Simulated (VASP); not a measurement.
Set up this calculation in VASP 6.6.1, as the native input.

```yaml
Task: single point
Functional: PBE
Potentials_or_basis: VASP PAW PBE potentials, release 64 (K_sv, Ag, Sb)
Cutoff: 520 eV
k_mesh: 8 × 8 × 4
Occupations: gaussian, width 0.1 eV
Spin: no spin polarisation
Dipole_correction: no
k_mesh_for_the_DOS: 12 × 12 × 6
Occupations_for_the_DOS: tetrahedron
Further_INCAR_settings: ALGO = Fast; EDIFF = 1e-06; NBANDS = 44
```

The system is KAg4Sb3.

```
K Ag Sb
1.0
     4.89621    0.00000    0.00000
     0.00000    4.89621    0.00000
     0.00000    0.00000    8.79323
K Ag Sb
1 4 3
Direct
  0.00000 0.00000 0.50000
  0.00000 0.50000 0.17512
  0.50000 0.00000 0.17512
  0.00000 0.50000 0.82488
  0.50000 0.00000 0.82488
  0.50000 0.50000 0.33713
  0.50000 0.50000 0.66287
  0.00000 0.00000 0.00000
```

One way to write it, as run:

POSCAR

```
KAg4Sb3
1.0
    4.8962083235      0.0000000000      0.0000000000
    0.0000000000      4.8962083235      0.0000000000
    0.0000000000      0.0000000000      8.7932320884
K Ag Sb
1 4 3
Direct
    0.0000000000      0.0000000000      0.5000000000
    0.0000000000      0.5000000000      0.1751219464
    0.5000000000      0.0000000000      0.1751219464
    0.0000000000      0.5000000000      0.8248780536
    0.5000000000      0.0000000000      0.8248780536
    0.5000000000      0.5000000000      0.3371301800
    0.5000000000      0.5000000000      0.6628698200
    0.0000000000      0.0000000000      0.0000000000
```

INCAR.step1

```
PREC = Accurate ; ENCUT = 520
EDIFF = 1E-6 ; ISMEAR = 0
SIGMA = 0.1 ; LREAL = False
LASPH = True ; NELM = 60
ALGO = Fast ; ISIF = 2
LWAVE = False ; LCHARG = True
LMAXMIX = 4 ; GGA = PE
NBANDS = 44
```

KPOINTS.step1

```
regular mesh
0
Gamma
  8 8 4
```

INCAR.step2

```
PREC = Accurate ; ENCUT = 520
EDIFF = 1E-6 ; ISMEAR = -5
SIGMA = 0.1 ; LREAL = False
LASPH = True ; NELM = 60
ALGO = Fast ; ISIF = 2
LWAVE = False ; LCHARG = False
LMAXMIX = 4 ; GGA = PE
LORBIT = 11 ; NBANDS = 44
NEDOS = 2001 ; ICHARG = 11
```

KPOINTS.step2

```
regular mesh
0
Gamma
  12 12 6
```

Potentials or basis: VASP PAW PBE potentials, release 64 (K_sv, Ag, Sb).

The run is started by

```bash
$ cat potpaw_PBE.64/K_sv/POTCAR potpaw_PBE.64/Ag/POTCAR potpaw_PBE.64/Sb/POTCAR > POTCAR
$ cp INCAR.step1 INCAR
$ cp KPOINTS.step1 KPOINTS
$ mpirun -np 1 vasp_std > vasp.out
$ cp INCAR.step2 INCAR
$ cp KPOINTS.step2 KPOINTS
$ mpirun -np 1 vasp_std > vasp.out
```

It gave:

```json
{
  "Valence electrons inside the program's atomic spheres": "K 7.57; Ag 9.83; Sb 2.41, 2.40 (each value once)"
}
```

Run time: 25 min on 1 thread of AMD EPYC 7R13 Processor (Zen 3) (shared host), peak memory 0.88 GiB.
